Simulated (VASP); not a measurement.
# HW8C8Cl in VASP: further runs

HW8C8Cl is run at these levels: LDA; tasks: single point.

Program: VASP 6.6.1. These are calculated values, not measurements. Logs are shortened: lines on timing, memory, paths and dates and some standing lists are left out, and cuts for length are marked.

**1. The cell of the first run**

The cell holds a slab with vacuum, 18 atoms: a = 5.787 Å, b = 5.787 Å, c = 16.247 Å, α = 90.00°, β = 90.00°, γ = 120.00°.

**2. Single point, LDA**

Input file INCAR:

```
PREC     = Accurate       # precision mode
ENCUT    = 520            # plane-wave cutoff, eV
EDIFF    = 1E-6           # SCF threshold, eV
ISMEAR   = 0              # smearing method
SIGMA    = 0.05           # smearing width, eV
LREAL    = Auto         
LASPH    = T              # aspherical terms in the spheres
NELM     = 100            # most SCF steps
ALGO     = Normal         # electronic algorithm
ISIF     = 2              # what is computed and relaxed
LWAVE    = F              # write WAVECAR
LCHARG   = T              # write CHGCAR
GGA      = CA             # functional
LELF     = T              # ELF
LVHAR    = T            
NBANDS   = 91             # bands
```

Input file KPOINTS:

```
regular mesh
0
Gamma
  3 3 1
```

Input file POSCAR:

```
HW8C8Cl
1.0
    5.7868000837     -0.0000000483      0.0000000000
   -2.8934000837      5.0115159517      0.0000000000
    0.0000000000      0.0000000000     16.2472500000
W C Cl H
8 8 1 1
Direct
   -0.0000000050      0.0000000050      0.0615488800
    0.0007474022     -0.0009315874      0.2332542514
   -0.0000000050      0.4999999900      0.0615488800
    0.0007474022      0.5016789896      0.2332542514
    0.5000000000      0.0000000000      0.0615488800
    0.5089475130      0.0044737565      0.2300070618
    0.4999999900      0.4999999950      0.0615488800
    0.5036886478      0.5018443239      0.2379753599
    0.3361119732      0.1695420551      0.1423385453
    0.3241419621      0.1490275946      0.3096557519
    0.3361119732      0.6665699181      0.1423385453
    0.3241419621      0.6751143675      0.3096557519
    0.8353938847      0.1676969424      0.1403812017
    0.8495186215      0.1747593108      0.3069398136
    0.8290856129      0.6645428065      0.1416887002
    0.8502143655      0.6751071828      0.3025953864
    0.3706514801      0.9353257401      0.3849582185
   -0.1366167824      1.1816916088      0.3740566798
```

Potentials or basis: VASP PAW LDA potentials, release 64 (W_sv, C, Cl, H).

Launch:

```console
$ cat potpaw_LDA.64/W_sv/POTCAR potpaw_LDA.64/C/POTCAR potpaw_LDA.64/Cl/POTCAR potpaw_LDA.64/H/POTCAR > POTCAR
$ mpirun -np 1 vasp_std > vasp.out
```

OUTCAR:

```text
PREC = Accurate
   ENCUT = 520
   EDIFF = 1E-6
   ISMEAR = 0
   LREAL = Auto
   LASPH = T
   NELM = 100
   ISIF = 2
   GGA = CA

 ion  position               nearest neighbor table
   1  1.000  0.000  0.062-  13 2.10  15 2.13   9 2.14   2 2.79   3 2.89   5 2.89   7 2.89   5 2.89
                             7 2.89   3 2.89
   2  0.001  0.999  0.233-  16 1.98  14 2.03  10 2.04   9 2.24  15 2.24  13 2.25   1 2.79   6 2.86
                             8 2.88   4 2.88   4 2.91   8 2.91   6 2.93
   3  1.000  0.500  0.062-  13 2.10  15 2.13  11 2.14   4 2.79   1 2.89   7 2.89   5 2.89   7 2.89
                             5 2.89   1 2.89
   4  0.001  0.502  0.233-  16 1.98  14 2.03  12 2.04  11 2.24  15 2.24  13 2.25   3 2.79   6 2.86
                             8 2.88   2 2.88   2 2.91   8 2.91   6 2.93
   5  0.500  0.000  0.062-  13 2.11   9 2.12  11 2.12   6 2.74   1 2.89   3 2.89   7 2.89   7 2.89
                             1 2.89   3 2.89
   6  0.509  0.004  0.230-  10 2.10  12 2.10  14 2.12  13 2.19   9 2.21  11 2.21  17 2.61   5 2.74
                             2 2.86   4 2.86   8 2.90   8 2.90   2 2.93   4 2.93
   7  0.500  0.500  0.062-  15 2.10  11 2.11   9 2.11   8 2.87   3 2.89   1 2.89   5 2.89   5 2.89
                             3 2.89   1 2.89
   8  0.504  0.502  0.238-  16 2.03  12 2.12  10 2.12  15 2.26  11 2.28   9 2.28   7 2.87   4 2.88
                             2 2.88   6 2.90   6 2.90   4 2.91   2 2.91
   9  0.336  0.170  0.142-   7 2.11   5 2.12   1 2.14   6 2.21   2 2.24   8 2.28
  10  0.324  0.149  0.310-  17 1.85   2 2.04   6 2.10   8 2.12
  11  0.336  0.667  0.142-   7 2.11   5 2.12   3 2.14   6 2.21   4 2.24   8 2.28
  12  0.324  0.675  0.310-  17 1.85   4 2.04   6 2.10   8 2.12
  13  0.835  0.168  0.140-   3 2.10   1 2.10   5 2.11   6 2.19   4 2.25   2 2.25
  14  0.850  0.175  0.307-  18 1.09   4 2.03   2 2.03   6 2.12
  15  0.829  0.665  0.142-   7 2.10   1 2.13   3 2.13   2 2.24   4 2.24   8 2.26
  16  0.850  0.675  0.303-   2 1.98   4 1.98   8 2.03
  17  0.371  0.935  0.385-  10 1.85  12 1.85   6 2.61
  18  0.863  0.182  0.374-  14 1.09

  LATTYP: Found a hexagonal cell.
 ALAT       =     5.7868000837
 C/A-ratio  =     2.8076397603

  Lattice vectors:

 A1 = (   5.7868000837,  -0.0000000483,   0.0000000000)
 A2 = (  -2.8934000837,   5.0115159517,   0.0000000000)
 A3 = (   0.0000000000,   0.0000000000,  16.2472500000)

Analysis of symmetry for initial positions (statically):
=====================================================================
 Subroutine PRICEL returns:
 Original cell was already a primitive cell.

 Routine SETGRP: Setting up the symmetry group for a
 hexagonal supercell.

 Subroutine GETGRP returns: Found  2 space group operations
 (whereof  1 operations were pure point group operations)
 out of a pool of 24 trial point group operations.

[... 139 lines left out ...]
   NUPDOWN=      -1.0000    fix difference up-down
   EMIN   =  10.00;   EMAX   =-10.00  energy-range for DOS
   EFERMI =   0.00;   METHOD = LEGACY
   ISMEAR =     0;   SIGMA  =   0.05  broadening in eV -4-tet -1-fermi 0-gaus
   EFERMI_NEDOS =   21; number of points for ismear=-14 and -15
   IALGO  =     38    algorithm
   IMIX   =      4    mixing-type and parameters
     AMIX     =   0.40;   BMIX     =  1.00
     AMIX_MAG =   1.60;   BMIX_MAG =  1.00
  volume/ion in A,a.u.               =      26.18       176.65
  Fermi-wavevector in a.u.,A,eV,Ry     =   1.122777  2.121741 17.151890  1.260628
  Thomas-Fermi vector in A             =   2.259439
   LORBIT       =      0    0 simple, 1 ext, 2 COOP (PROOUT), +10 PAW based schemes
   GGA     = CA    functional components
   LHFCALC =     F    Hartree Fock is set to
   AEXX    =    0.0000 exact exchange contribution
   IVDW    =     0    specifies the selected vdW correction
   LEPSILON=     F    determine dielectric tensor
   LRPA    =     F    only Hartree local field effects (RPA)
 non-spin polarized calculation
 Gauss-broadening in eV      SIGMA  =   0.05
  energy-cutoff  :      520.00
  volume of cell :      471.18
 maximum number of plane-waves:     12723
 NGX is ok and might be reduce to    48
   NGX = 21   NGY = 21   NGZ = 61

 number of electron     151.9999992 magnetization

 Free energy of the ion-electron system (eV)
  ---------------------------------------------------
  ext. energy  EPLUGINS =         0.00000000
  ---------------------------------------------------
  free energy    TOTEN  =      -186.13202604 eV

  energy without entropy =     -186.12177948  energy(sigma->0) =     -186.12690276

 E-fermi :   1.2147     XC(G=0):  -6.5830

 val. band max:        1.1911024324   @ k =   0.0000   0.3333   0.0000
 cond. band min:       1.3015880012   @ k =   0.0000   0.0000   0.0000
 fundamental gap:      0.1104855688
 Fermi energy:         1.2146963577

 k-point     1 :       0.0000    0.0000    0.0000
  band No.  band energies     occupation
      1     -72.4534      2.00000
      2     -72.3603      2.00000
      3     -72.3001      2.00000
      4     -72.2472      2.00000
      5     -72.2278      2.00000
      6     -72.2219      2.00000
[... 353 lines left out ...]
     87       3.6791      0.00000
     88       3.6987      0.00000
 [bands above 88 left out]

------------------------ aborting loop because EDIFF is reached ----------------------------------------

  FORCE on cell =-STRESS in cart. coord.  units (eV):
  Direction    XX          YY          ZZ          XY          YZ          ZX
  --------------------------------------------------------------------------------------
  -------------------------------------------------------------------------------------
  Total       -1.9635471     -3.8598021      2.0325168      1.6422051     -0.0160630     -0.0278220
  in kB       -6.6767396    -13.1246632      6.9112605      5.5840656     -0.0546198     -0.0946045
  external PRESSURE =      -4.2967141 kB  Pullay stress =       0.0000000 kB

 VOLUME and BASIS-vectors are now :
 -----------------------------------------------------------------------------
  energy-cutoff  :      520.00
  volume of cell :      471.18
      direct lattice vectors                 reciprocal lattice vectors
     5.786800084 -0.000000048  0.000000000     0.172807077  0.099770212  0.000000000
    -2.893400084  5.011515952  0.000000000     0.000000002  0.199540421  0.000000000
     0.000000000  0.000000000 16.247250000     0.000000000  0.000000000  0.061548878

 POSITION                                       TOTAL-FORCE (eV/Angst)
 -----------------------------------------------------------------------------------
      5.78680     -0.00000      1.00000         0.128952     -0.002280     -0.262262
     -2.88638      5.00685      3.78974         0.001541      0.030216     -0.033570
      4.34010      2.50576      1.00000         0.062501      0.112815     -0.262262
     -1.44723      2.51417      3.78974         0.026938     -0.013774     -0.033570
      2.89340     -0.00000      1.00000        -0.028476     -0.016440     -0.289505
      2.93223      0.02242      3.73698        -0.001777     -0.001026     -0.019098
[... 10 lines left out ...]
     -0.56139      4.68740      6.25451        -0.011856     -0.006845      0.054413
      4.47052      0.91055      6.07739         0.002373      0.001370      0.036098
 -----------------------------------------------------------------------------------
    total drift:                               -0.000609     -0.000349     -0.034874

  FREE ENERGIE OF THE ION-ELECTRON SYSTEM (eV)
  ---------------------------------------------------
  free  energy   TOTEN  =      -186.1320260395 eV

  energy  without entropy=     -186.1217794771  energy(sigma->0) =     -186.12690276
```

It took 7.2 min on 1 thread of AMD EPYC 9R45 (Zen 5), shared host; peak memory 0.48 GiB.

Results:

| Quantity | Value |
| --- | --- |
| Free energy | -186.1320 eV |
| Largest force | 0.341 eV/Å |
| Band gap on the k mesh | zero (bands 76 and 77 overlap by 0.50 eV) |

Forces in eV/Å, atoms in the order of the input:
```
W    0.129 -0.002 -0.262
W    0.002  0.030 -0.034
W    0.063  0.113 -0.262
W    0.027 -0.014 -0.034
W   -0.028 -0.016 -0.290
W   -0.002 -0.001 -0.019
W   -0.164 -0.095  0.284
W   -0.016 -0.009  0.002
C    0.000  0.010  0.007
C    0.000  0.004  0.109
C    0.009 -0.005  0.007
C    0.003 -0.002  0.109
C    0.002  0.001  0.005
C   -0.006 -0.003  0.119
C   -0.007 -0.004  0.002
C   -0.002 -0.001  0.167
Cl  -0.012 -0.007  0.054
H    0.002  0.001  0.036
```

Levels at points of the mesh, in eV from the Fermi level:
```csv
k point,band 74,band 75,band 76,band 77,band 78,band 79
"(0.00, 0.00, 0.00)",0.09,0.13,0.48,0.51,0.54,1.02
```

Caveat: the k points lie up to 0.42 Å⁻¹ apart; there is no dipole correction, which matters where the two faces differ; spin-orbit coupling is left out, which moves the levels of the heavy elements.

**3. Single point, LDA**

Input file INCAR:

```
ALGO = Normal
EDIFF = 1E-6
ENCUT = 520
ISIF = 2
ISMEAR = 0
LASPH = True
LCHARG = False
LREAL = Auto
LWAVE = False
NBANDS = 91
NELM = 60
PREC = Accurate
SIGMA = 0.05
```

Input file KPOINTS:

```
k-points
0
Gamma
  3 3 1
```

Input file POSCAR:

```
HW8C8Cl
1.0
    5.7868000000      0.0000000000      0.0000000000
   -2.8934000000      5.0115160000      0.0000000000
    0.0000000000      0.0000000000     16.2472500000
W C Cl H
8 8 1 1
Direct
    0.0000000000      0.0000000000      0.0615488775
    0.0007474514     -0.0009316542      0.2332542430
    0.0000000000      0.5000000000      0.0615488775
    0.0007473604      0.5016789331      0.2332542430
    0.5000000000      0.0000000000      0.0615488775
    0.5089474654      0.0044736962      0.2300070473
    0.5000000000      0.5000000000      0.0615488775
    0.5036886446      0.5018443521      0.2379753497
    0.3361120382      0.1695421106      0.1423385496
    0.3241418990      0.1490275597      0.3096557264
    0.3361119290      0.6665699561      0.1423385496
    0.3241419521      0.6751142768      0.3096557264
    0.8353938939      0.1676969604      0.1403811722
    0.8495186532      0.1747592944      0.3069398206
    0.8290855412      0.6645428250      0.1416887166
    0.8502142573      0.6751070933      0.3025953931
    0.3706514045      0.9353257577      0.3849581929
   -0.1366169096      1.1816915281      0.3740566557
```

Potentials or basis: VASP PAW LDA potentials, release 64 (W_sv, C, Cl, H).

Launch:

```console
$ cat potpaw_LDA.64/W_sv/POTCAR potpaw_LDA.64/C/POTCAR potpaw_LDA.64/Cl/POTCAR potpaw_LDA.64/H/POTCAR > POTCAR
$ mpirun -np 1 vasp_std > vasp.out
```

Run time: 7.2 min. Hardware: 1 thread of AMD EPYC 9R45 (Zen 5), shared host; peak memory 0.48 GiB.

The run converged. Its results:

```
Free energy            : -186.1320 eV
Largest force          : 0.341 eV/Å
Band gap on the k mesh : zero (bands 76 and 77 overlap by 0.50 eV)
```

Forces in eV/Å, atoms in the order of the input:
```
W    0.129 -0.002 -0.262
W    0.002  0.030 -0.034
W    0.063  0.113 -0.262
W    0.027 -0.014 -0.034
W   -0.028 -0.016 -0.290
W   -0.002 -0.001 -0.019
W   -0.164 -0.095  0.284
W   -0.016 -0.009  0.002
C    0.000  0.010  0.007
C    0.000  0.004  0.109
C    0.009 -0.005  0.007
C    0.003 -0.002  0.109
C    0.002  0.001  0.005
C   -0.006 -0.003  0.119
C   -0.007 -0.004  0.002
C   -0.002 -0.001  0.167
Cl  -0.012 -0.007  0.054
H    0.002  0.001  0.036
```

Levels at points of the mesh, in eV from the Fermi level:
```
           k point  band 73  band 74  band 75  band 76  band 77  band 78  band 79  band 80
(0.00, 0.00, 0.00)    -0.14     0.09     0.13     0.48     0.51     0.54     1.02     1.95
```

Caveat: the k points lie up to 0.42 Å⁻¹ apart; there is no dipole correction, which matters where the two faces differ; spin-orbit coupling is left out, which moves the levels of the heavy elements.

(Continued in part 2 of 2.)

The gap in the log of VASP goes by the Fermi energy; the results here count the filled bands.